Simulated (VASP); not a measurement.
# Ge4P3 (Pm-3m) in VASP: a series of runs

Runs on Ge4P3. Level: PBE. Tasks: single point, relaxation of cell and atoms.

Everything below comes from runs of VASP 6.6.1. Logs are shortened: lines on timing, memory, paths and dates and some standing lists are left out, and cuts for length are marked.

## 1. The cell of the first run

The structure is cubic, space group Pm-3m (No. 221). The conventional cell has a = 4.515 Å, b = 4.515 Å, c = 4.515 Å, α = 90.00°, β = 90.00°, γ = 90.00°. Ge (site symmetry 4/mmm) has 2 Ge at 2.26 Å and 4 P at 2.26 Å within 3.0 Å. Ge (site symmetry m-3m) has 6 Ge at 2.26 Å within 3.0 Å. Within 3.0 Å of P (site symmetry 4/mmm) lie 4 Ge at 2.26 Å.

The cell was built from a structure type or drawn by symmetry, and may not be a known phase.

## 2. Single point, PBE

File INCAR:

```
ALGO     = Normal         # electronic algorithm
EDIFF    = 1E-6           # SCF threshold, eV
ENCUT    = 520            # plane-wave cutoff, eV
GGA      = PE             # functional
ISIF     = 2              # what is computed and relaxed
ISMEAR   = 0              # smearing method
LASPH    = T              # aspherical terms in the spheres
LCHARG   = T              # write CHGCAR
LELF     = T              # ELF
LREAL    = F              # projectors in reciprocal space
LVHAR    = T            
LWAVE    = F              # write WAVECAR
NBANDS   = 44             # bands
NELM     = 100            # most SCF steps
PREC     = Accurate       # precision mode
SIGMA    = 0.1            # smearing width, eV
```

File KPOINTS:

```
k-points
0
Gamma
  4 4 4
```

File POSCAR:

```
Ge4P3
1.0
    4.5148000000      0.0000000000      0.0000000000
    0.0000000000      4.5148000000      0.0000000000
    0.0000000000      0.0000000000      4.5148000000
Ge P
4 3
Direct
    0.5000000000      0.5000000000      0.0000000000
    0.0000000000      0.5000000000      0.5000000000
    0.5000000000      0.0000000000      0.5000000000
    0.5000000000      0.5000000000      0.5000000000
    0.5000000000      0.0000000000      0.0000000000
    0.0000000000      0.5000000000      0.0000000000
    0.0000000000      0.0000000000      0.5000000000
```

Potentials or basis: VASP PAW PBE potentials, release 64 (Ge_d, P).

Started as:

```
$ cat potpaw_PBE.64/Ge_d/POTCAR potpaw_PBE.64/P/POTCAR > POTCAR
$ mpirun -np 1 vasp_std > vasp.out
```

OUTCAR:

```text
EDIFF = 1E-6
   ENCUT = 520
   GGA = PE
   ISIF = 2
   ISMEAR = 0
   LASPH = T
   LREAL = F
   NELM = 100
   PREC = Accurate

 ion  position               nearest neighbor table
   1  0.500  0.500  0.000-   4 2.26   5 2.26   6 2.26   4 2.26   5 2.26   6 2.26
   2  0.000  0.500  0.500-   4 2.26   6 2.26   7 2.26   6 2.26   7 2.26   4 2.26
   3  0.500  0.000  0.500-   4 2.26   5 2.26   7 2.26   5 2.26   4 2.26   7 2.26
   4  0.500  0.500  0.500-   1 2.26   2 2.26   3 2.26   1 2.26   3 2.26   2 2.26
   5  0.500  0.000  0.000-   1 2.26   3 2.26   3 2.26   1 2.26
   6  0.000  0.500  0.000-   1 2.26   2 2.26   2 2.26   1 2.26
   7  0.000  0.000  0.500-   2 2.26   3 2.26   2 2.26   3 2.26

  LATTYP: Found a simple cubic cell.
 ALAT       =     4.5148000000

  Lattice vectors:

 A1 = (   4.5148000000,   0.0000000000,   0.0000000000)
 A2 = (   0.0000000000,   4.5148000000,   0.0000000000)
 A3 = (   0.0000000000,   0.0000000000,   4.5148000000)

Analysis of symmetry for initial positions (statically):
=====================================================================
 Subroutine PRICEL returns:
 Original cell was already a primitive cell.

 Routine SETGRP: Setting up the symmetry group for a
 simple cubic supercell.

 Subroutine GETGRP returns: Found 48 space group operations
 (whereof 48 operations were pure point group operations)
 out of a pool of 48 trial point group operations.

The static configuration has the point symmetry O_h .

Analysis of symmetry for dynamics (positions and initial velocities):
=====================================================================
 Subroutine PRICEL returns:
 Original cell was already a primitive cell.

 Routine SETGRP: Setting up the symmetry group for a
 simple cubic supercell.

 Subroutine GETGRP returns: Found 48 space group operations
 (whereof 48 operations were pure point group operations)
 out of a pool of 48 trial point group operations.

The dynamic configuration has the point symmetry O_h .

 Subroutine INISYM returns: Found 48 space group operations
 (whereof 48 operations are pure point group operations),
 and found     1 'primitive' translations

----------------------------------------------------------------------------------------

                                     Primitive cell

  volume of cell :      92.0271

  direct lattice vectors                    reciprocal lattice vectors
     4.514800000  0.000000000  0.000000000     0.221493754  0.000000000  0.000000000
     0.000000000  4.514800000  0.000000000     0.000000000  0.221493754  0.000000000
     0.000000000  0.000000000  4.514800000     0.000000000  0.000000000  0.221493754

  length of vectors
     4.514800000  4.514800000  4.514800000     0.221493754  0.221493754  0.221493754

  position of ions in fractional coordinates (direct lattice)
     0.500000000  0.500000000  0.000000000
     0.000000000  0.500000000  0.500000000
     0.500000000  0.000000000  0.500000000
     0.500000000  0.500000000  0.500000000
     0.500000000  0.000000000  0.000000000
     0.000000000  0.500000000  0.000000000
     0.000000000  0.000000000  0.500000000

  ion indices of the primitive-cell ions
   primitive index   ion index
                 1           1
                 2           2
                 3           3
                 4           4
                 5           5
                 6           6
                 7           7

----------------------------------------------------------------------------------------

 KPOINTS: k-points

Automatic generation of k-mesh.
 Grid dimensions read from file:
 generate k-points for:    4    4    4

 Generating k-lattice:

  Cartesian coordinates                     Fractional coordinates (reciprocal lattice)
     0.055373438  0.000000000  0.000000000     0.250000000  0.000000000  0.000000000
     0.000000000  0.055373438  0.000000000     0.000000000  0.250000000  0.000000000
     0.000000000  0.000000000  0.055373438     0.000000000  0.000000000  0.250000000

  Length of vectors
     0.055373438  0.055373438  0.055373438

  Shift w.r.t. Gamma in fractional coordinates (k-lattice)
     0.000000000  0.000000000  0.000000000

 Subroutine IBZKPT returns following result:
 ===========================================

 Found     10 irreducible k-points:

 Following reciprocal coordinates:
            Coordinates               Weight
  0.000000  0.000000  0.000000      1.000000
  0.250000  0.000000  0.000000      6.000000
  0.500000  0.000000  0.000000      3.000000
  0.250000  0.250000  0.000000     12.000000
  0.500000  0.250000  0.000000     12.000000
  0.500000  0.500000  0.000000      3.000000
  0.250000  0.250000  0.250000      8.000000
  0.500000  0.250000  0.250000     12.000000
  0.500000  0.500000  0.250000      6.000000
  0.500000  0.500000  0.500000      1.000000
   k-points           NKPTS =     10   k-points in BZ     NKDIM =     10   number of bands    NBANDS=     44
   number of dos      NEDOS =    301   number of ions     NIONS =      7
   total plane-waves  NPLWV =  46656
   dimension x,y,z NGX =    36 NGY =   36 NGZ =   36
   dimension x,y,z NGXF=    72 NGYF=   72 NGZF=   72
   ions per type =               4   3
   NGX,Y,Z   is equivalent  to a cutoff of  13.26, 13.26, 13.26 a.u.
   NGXF,Y,Z  is equivalent  to a cutoff of  26.51, 26.51, 26.51 a.u.
 SYSTEM =  unknown system
   PREC   = accura    normal or accurate (medium, high low for compatibility)
   ISTART =      0    job   : 0-new  1-cont  2-samecut
   ICHARG =      2    charge: 1-file 2-atom 10-const
   ISPIN  =      1    spin polarized calculation?
   LNONCOLLINEAR =      F non collinear calculations
   LSORBIT =      F    spin-orbit coupling
   LASPH  =      T    aspherical Exc in radial PAW
   ENCUT  =  520.0 eV  38.22 Ry    6.18 a.u.   8.39  8.39  8.39*2*pi/ulx,y,z
   NELM   =    100;   NELMIN=  2; NELMDL= -5     # of ELM steps
   EDIFF  = 0.1E-05   stopping-criterion for ELM
   LREAL  =      F    real-space projection
   EDIFFG = 0.1E-04   stopping-criterion for IOM
   NSW    =      0    number of steps for IOM
   IBRION =     -1    ionic relax: 0-MD 1-quasi-New 2-CG
   NFREE  =      0    steps in history (QN), initial steepest desc. (CG)
   ISIF   =      2    stress and relaxation
   ISYM   =      2    0-nonsym 1-usesym 2-fastsym
   POTIM  = 0.5000    time-step for ionic-motion
   TEBEG  =    0.0;   TEEND  =   0.0 temperature during run
   PSTRESS=    0.0 pullay stress
   NELECT =      71.0000    total number of electrons
   NUPDOWN=      -1.0000    fix difference up-down
   EMIN   =  10.00;   EMAX   =-10.00  energy-range for DOS
   EFERMI =   0.00;   METHOD = LEGACY
   ISMEAR =     0;   SIGMA  =   0.10  broadening in eV -4-tet -1-fermi 0-gaus
   EFERMI_NEDOS =   21; number of points for ismear=-14 and -15
   IALGO  =     38    algorithm
   IMIX   =      4    mixing-type and parameters
     AMIX     =   0.40;   BMIX     =  1.00
     AMIX_MAG =   1.60;   BMIX_MAG =  1.00
  volume/ion in A,a.u.               =      13.15        88.72
  Fermi-wavevector in a.u.,A,eV,Ry     =   1.501490  2.837405 30.673955  2.254472
  Thomas-Fermi vector in A             =   2.612854
   LORBIT       =      0    0 simple, 1 ext, 2 COOP (PROOUT), +10 PAW based schemes
   GGA     = PE    functional components
   LHFCALC =     F    Hartree Fock is set to
   AEXX    =    0.0000 exact exchange contribution
   IVDW    =     0    specifies the selected vdW correction
   LEPSILON=     F    determine dielectric tensor
   LRPA    =     F    only Hartree local field effects (RPA)
 non-spin polarized calculation
 Gauss-broadening in eV      SIGMA  =   0.10
  energy-cutoff  :      520.00
  volume of cell :       92.03
 maximum number of plane-waves:      2517
 NGX is ok and might be reduce to    36
   NGX = 17   NGY = 17   NGZ = 17

 number of electron      70.9999951 magnetization

 Free energy of the ion-electron system (eV)
  ---------------------------------------------------
  ext. energy  EPLUGINS =         0.00000000
  ---------------------------------------------------
  free energy    TOTEN  =       -23.68917016 eV

  energy without entropy =      -23.66327137  energy(sigma->0) =      -23.67622077

 E-fermi :  10.9530     XC(G=0): -12.4413

 val. band max:       10.9318585632   @ k =   0.5000   0.2500   0.2500
 cond. band min:      11.0189874831   @ k =   0.2500   0.2500   0.0000
 fundamental gap:      0.0871289199
 Fermi energy:        10.9530068185

 k-point     1 :       0.0000    0.0000    0.0000
  band No.  band energies     occupation
      1     -14.8345      2.00000
      2     -14.8345      2.00000
      3     -14.5227      2.00000
      4     -14.5227      2.00000
      5     -14.5227      2.00000
      6     -14.4124      2.00000
[... 36 lines left out ...]
     43      18.0119      0.00000
     44      18.0119      0.00000

 k-point     2 :       0.2500    0.0000    0.0000
  band No.  band energies     occupation
      1     -14.8341      2.00000
      2     -14.7516      2.00000
      3     -14.5216      2.00000
      4     -14.4818      2.00000
      5     -14.4818      2.00000
      6     -14.3884      2.00000
[... 36 lines left out ...]
     43      16.2526      0.00000
     44      16.4947      0.00000

 k-point     3 :       0.5000    0.0000    0.0000
  band No.  band energies     occupation
      1     -14.8336      2.00000
      2     -14.6608      2.00000
      3     -14.5205      2.00000
      4     -14.4276      2.00000
      5     -14.4276      2.00000
      6     -14.3173      2.00000
[... 318 lines left out ...]
     43      16.5389      0.00000
     44      16.5391      0.00000

 k-point    10 :       0.5000    0.5000    0.5000
  band No.  band energies     occupation
      1     -14.3689      2.00000
      2     -14.3689      2.00000
      3     -14.3183      2.00000
      4     -14.3183      2.00000
      5     -14.3183      2.00000
      6     -14.2696      2.00000
[... 36 lines left out ...]
     43      14.5798      0.00000
     44      14.5798      0.00000

------------------------ aborting loop because EDIFF is reached ----------------------------------------

  FORCE on cell =-STRESS in cart. coord.  units (eV):
  Direction    XX          YY          ZZ          XY          YZ          ZX
  --------------------------------------------------------------------------------------
  -------------------------------------------------------------------------------------
  Total       41.1931286     41.1931286     41.1931286      0.0000000     -0.0000000      0.0000000
  in kB      717.1661970    717.1661970    717.1661970      0.0000000     -0.0000000      0.0000000
  external PRESSURE =     717.1661970 kB  Pullay stress =       0.0000000 kB

 VOLUME and BASIS-vectors are now :
 -----------------------------------------------------------------------------
  energy-cutoff  :      520.00
  volume of cell :       92.03
      direct lattice vectors                 reciprocal lattice vectors
     4.514800000  0.000000000  0.000000000     0.221493754  0.000000000  0.000000000
     0.000000000  4.514800000  0.000000000     0.000000000  0.221493754  0.000000000
     0.000000000  0.000000000  4.514800000     0.000000000  0.000000000  0.221493754

 POSITION                                       TOTAL-FORCE (eV/Angst)
 -----------------------------------------------------------------------------------
      2.25740      2.25740      0.00000         0.000000      0.000000      0.000000
      0.00000      2.25740      2.25740         0.000000      0.000000      0.000000
      2.25740      0.00000      2.25740         0.000000      0.000000      0.000000
      2.25740      2.25740      2.25740         0.000000      0.000000      0.000000
      2.25740      0.00000      0.00000         0.000000      0.000000      0.000000
      0.00000      2.25740      0.00000         0.000000      0.000000      0.000000
      0.00000      0.00000      2.25740         0.000000      0.000000      0.000000
 -----------------------------------------------------------------------------------
    total drift:                                0.000000      0.000000      0.000000

  FREE ENERGIE OF THE ION-ELECTRON SYSTEM (eV)
  ---------------------------------------------------
  free  energy   TOTEN  =       -23.6891701635 eV

  energy  without entropy=      -23.6632713748  energy(sigma->0) =      -23.67622077
```

Run time: 41 s. Hardware: 1 thread of Intel Xeon Platinum 8488C (Sapphire Rapids), shared host; peak memory 0.2 GiB.

Results:

| Item | Value |
| --- | --- |
| Free energy | -23.6892 eV |
| Pressure | 71.7 GPa |
| Band gap on the k mesh | zero (an odd number of electrons rules out a gap without spin polarisation) |

Caveat: the cell stands under pressure.

## 3. Single point, PBE

This run uses another cell than the first one, of 19.56 Å³/atom.

File INCAR:

```
PREC = Accurate ; ENCUT = 520
EDIFF = 1E-7 ; ISMEAR = 0
SIGMA = 0.1 ; LREAL = F
LASPH = T ; NELM = 80
ALGO = Normal ; ISIF = 2
LWAVE = F ; LCHARG = T
GGA = PE ; LELF = T
LVHAR = T ; NBANDS = 44
```

File KPOINTS:

```
regular mesh
0
Gamma
  4 4 4
```

Edit POSCAR of step 2 so:

```diff
@@ -2,5 +2,5 @@
 1.0
-    4.5148000000      0.0000000000      0.0000000000
-    0.0000000000      4.5148000000      0.0000000000
-    0.0000000000      0.0000000000      4.5148000000
+    5.1544269309      0.0000000000      0.0000000000
+    0.0000000000      5.1544269309      0.0000000000
+    0.0000000000      0.0000000000      5.1544269309
 Ge P
```

Potentials or basis: VASP PAW PBE potentials, release 64 (Ge_d, P).

Started as:

```
$ cat potpaw_PBE.64/Ge_d/POTCAR potpaw_PBE.64/P/POTCAR > POTCAR
$ mpirun -np 1 vasp_std > vasp.out
```

OUTCAR:

```text
PREC = Accurate
   ENCUT = 520
   EDIFF = 1E-7
   ISMEAR = 0
   LREAL = F
   LASPH = T
   NELM = 80
   ISIF = 2
   GGA = PE

 ion  position               nearest neighbor table
   1  0.500  0.500  0.000-   4 2.58   5 2.58   6 2.58   4 2.58   5 2.58   6 2.58
   2  0.000  0.500  0.500-   4 2.58   6 2.58   7 2.58   6 2.58   7 2.58   4 2.58
   3  0.500  0.000  0.500-   4 2.58   5 2.58   7 2.58   5 2.58   4 2.58   7 2.58
   4  0.500  0.500  0.500-   1 2.58   2 2.58   3 2.58   1 2.58   3 2.58   2 2.58
   5  0.500  0.000  0.000-   1 2.58   3 2.58   3 2.58   1 2.58
   6  0.000  0.500  0.000-   1 2.58   2 2.58   2 2.58   1 2.58
   7  0.000  0.000  0.500-   2 2.58   3 2.58   2 2.58   3 2.58
[... 663 lines left out ...]
  Total        0.0006749      0.0006749      0.0006749     -0.0000000     -0.0000000      0.0000000
  in kB        0.0078961      0.0078961      0.0078961     -0.0000000     -0.0000000      0.0000000
  external PRESSURE =       0.0078961 kB  Pullay stress =       0.0000000 kB

 VOLUME and BASIS-vectors are now :
 -----------------------------------------------------------------------------
  energy-cutoff  :      520.00
  volume of cell :      136.94
      direct lattice vectors                 reciprocal lattice vectors
     5.154426931  0.000000000  0.000000000     0.194007988  0.000000000  0.000000000
     0.000000000  5.154426931  0.000000000     0.000000000  0.194007988  0.000000000
     0.000000000  0.000000000  5.154426931     0.000000000  0.000000000  0.194007988

 POSITION                                       TOTAL-FORCE (eV/Angst)
 -----------------------------------------------------------------------------------
      2.57721      2.57721      0.00000         0.000000      0.000000      0.000000
      0.00000      2.57721      2.57721         0.000000      0.000000      0.000000
      2.57721      0.00000      2.57721         0.000000      0.000000      0.000000
      2.57721      2.57721      2.57721         0.000000      0.000000      0.000000
      2.57721      0.00000      0.00000         0.000000      0.000000      0.000000
      0.00000      2.57721      0.00000         0.000000      0.000000      0.000000
      0.00000      0.00000      2.57721         0.000000      0.000000      0.000000
 -----------------------------------------------------------------------------------
    total drift:                               -0.000000      0.000000     -0.000000

  FREE ENERGIE OF THE ION-ELECTRON SYSTEM (eV)
  ---------------------------------------------------
  free  energy   TOTEN  =       -30.7625622724 eV

  energy  without entropy=      -30.7482525856  energy(sigma->0) =      -30.75540743
```

OSZICAR:

```text
N       E                     dE             d eps       ncg     rms          rms(c)
DAV:   1     0.735262559953E+03    0.73526E+03   -0.33214E+04  1104   0.381E+03
DAV:   2     0.106495252634E+03   -0.62877E+03   -0.60987E+03   880   0.915E+02
DAV:   3    -0.222044418852E+02   -0.12870E+03   -0.12554E+03  1000   0.221E+02
DAV:   4    -0.306311474839E+02   -0.84267E+01   -0.83200E+01  1056   0.632E+01
DAV:   5    -0.308574246160E+02   -0.22628E+00   -0.22587E+00  1040   0.112E+01    0.609E+00
DAV:   6    -0.307786521894E+02    0.78772E-01   -0.18188E-01  1176   0.829E+00    0.343E+00
DAV:   7    -0.307613976605E+02    0.17255E-01   -0.13140E-01  1224   0.519E+00    0.488E-01
DAV:   8    -0.307621535723E+02   -0.75591E-03   -0.27260E-02  1124   0.288E+00    0.165E-01
DAV:   9    -0.307625040351E+02   -0.35046E-03   -0.49015E-03  1192   0.709E-01    0.643E-02
DAV:  10    -0.307625482670E+02   -0.44232E-04   -0.33147E-04  1412   0.307E-01    0.164E-02
DAV:  11    -0.307625628488E+02   -0.14582E-04   -0.14435E-04   968   0.979E-02    0.782E-03
DAV:  12    -0.307625619785E+02    0.87039E-06   -0.92521E-06  1188   0.581E-02    0.179E-03
DAV:  13    -0.307625622230E+02   -0.24450E-06   -0.27350E-06  1180   0.298E-02    0.757E-04
DAV:  14    -0.307625622724E+02   -0.49435E-07   -0.38530E-07   988   0.550E-03
   1 F= -.30762562E+02 E0= -.30755407E+02  d E =-.143097E-01
```

stdout:

```text
POSCAR found type information on POSCAR GeP
 POSCAR found :  2 types and       7 ions
 scaLAPACK will be used
 LDA part: xc-table for (Slater+PW92), standard interpolation
 POSCAR, INCAR and KPOINTS ok, starting setup
 FFT: planning ... GRIDC
 FFT: planning ... GRID_SOFT
 FFT: planning ... GRID
 WAVECAR not read
 entering main loop
```

It took 70 s on 1 thread of Intel Xeon Platinum 8488C (Sapphire Rapids), shared host; peak memory 0.25 GiB.

What came out:

| Quantity | Value |
| --- | --- |
| Free energy | -30.7626 eV |
| Pressure | 0.0 GPa |
| Band gap on the k mesh | zero (an odd number of electrons rules out a gap without spin polarisation) |

Levels at points of the mesh, in eV from the Fermi level:
| k point | band 33 | band 34 | band 35 | band 36 | band 37 | band 38 | band 39 | band 40 |
| --- | --- | --- | --- | --- | --- | --- | --- | --- |
| (0.00, 0.00, 0.00) | -1.64 | -1.64 | -1.64 | -1.19 | 0.71 | 0.71 | 0.71 | 3.44 |
| (0.50, 0.00, 0.00) | -1.90 | -1.37 | -0.30 | -0.23 | -0.23 | 1.06 | 1.48 | 2.75 |
| (0.50, 0.50, 0.00) | -0.85 | 0.02 | 0.24 | 0.24 | 1.08 | 1.08 | 1.12 | 2.64 |
| (0.50, 0.50, 0.50) | 0.95 | 0.95 | 0.98 | 0.98 | 1.28 | 1.28 | 1.28 | 1.52 |

(Continued in part 2 of 2.)
